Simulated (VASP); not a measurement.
## Cu: single point with PBE

Crystal: Cu.

```
Cu
1.0
     2.56801    0.00000    0.00000
    -1.28401    2.22396    0.00000
     0.00000    0.00000    4.36127
Cu
2
Direct
  0.33333 0.66667 0.25000
  0.66667 0.33333 0.75000
```

This cell differs from its parent crystal: strain along c alone, the other axes held: +4.0 %.

```json
{
 "Program": "VASP 6.6.1",
 "Task": "single point",
 "Functional": "PBE",
 "Potentials or basis": "VASP PAW PBE potentials, release 64 (Cu)",
 "Cutoff": "520 eV",
 "k mesh": "24 × 24 × 12",
 "Occupations": "gaussian, width 0.1 eV",
 "Spin": "no spin polarisation"
}
```

| Property | Result |
| --- | --- |
| Pressure | -3.4 GPa |
| Band gap on the k mesh | zero (band 11 reaches 11.07 eV, above the bottom of band 12 at 5.07 eV) |

Stress tensor (GPa, compression positive):
```
-1.65  0.00  0.00
 0.00 -1.65  0.00
 0.00  0.00 -6.90
```

Levels at points of the mesh, in eV from the Fermi level:
```tsv
k point	band 8	band 9	band 10	band 11	band 12	band 13	band 14	band 15
(0.00, 0.00, 0.00)	-2.28	-2.28	-1.68	-1.68	-1.18	2.98	21.44	21.79
(0.50, 0.00, 0.00)	-1.60	-1.54	-1.47	0.09	1.59	7.38	7.50	10.15
(0.00, 0.00, 0.50)	-2.83	-1.88	-1.88	-1.88	-1.88	11.04	11.04	22.09
(0.50, 0.00, 0.50)	-1.82	-1.50	-1.50	0.59	0.59	4.65	4.65	15.98
```

Run time: 74 s on 1 thread of Intel(R) Xeon(R) 6975P-C (Granite Rapids) (shared host), peak memory 0.26 GiB.

Caveat: the cell differs from its parent crystal (strain along c alone, the other axes held: +4.0 %).
